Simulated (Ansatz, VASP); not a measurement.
## One calculation of Sn3Ge2, two programs

```
Sn Ge
1.0
     0.00000    2.56692   10.01762
     2.36524    0.00000   10.01762
     2.36524    2.56692    0.00000
Sn Ge
3 2
Cartesian
  2.3652 2.5669 3.7955
  2.3652 2.5669 16.2397
  0.0000 0.0000 0.0000
  2.3652 2.5669 11.9829
  2.3652 2.5669 8.0523
```

Alike in both runs: functional PBE; k mesh 6 × 6 × 6; occupations gaussian, width 0.1 eV; no spin polarisation.

Ansatz relaxed the structure, and its values are those at the end. VASP's run is a single point on that final structure, the one shown.

|  | VASP | Ansatz |
| --- | --- | --- |
| version | VASP 6.6.1 | Ansatz 0.2.0 |
| potentials or method | VASP PAW PBE potentials, release 64 (Sn_d, Ge_d), cutoff 520 eV | scalar-relativistic, plane waves, PAW |
| valence electrons in the cell | 70 | 70 |

|  | VASP | Ansatz | Ansatz less VASP |
| --- | --- | --- | --- |
| gap on the k mesh at the Fermi level (eV) | none | none | - |
| pressure (GPa) | -0.1 | 0.0 | +0.05 |

A gap of «none» marks a metal or a gap that the smearing closes. With one functional, cell and mesh, what is left measures potentials, basis and numerics.
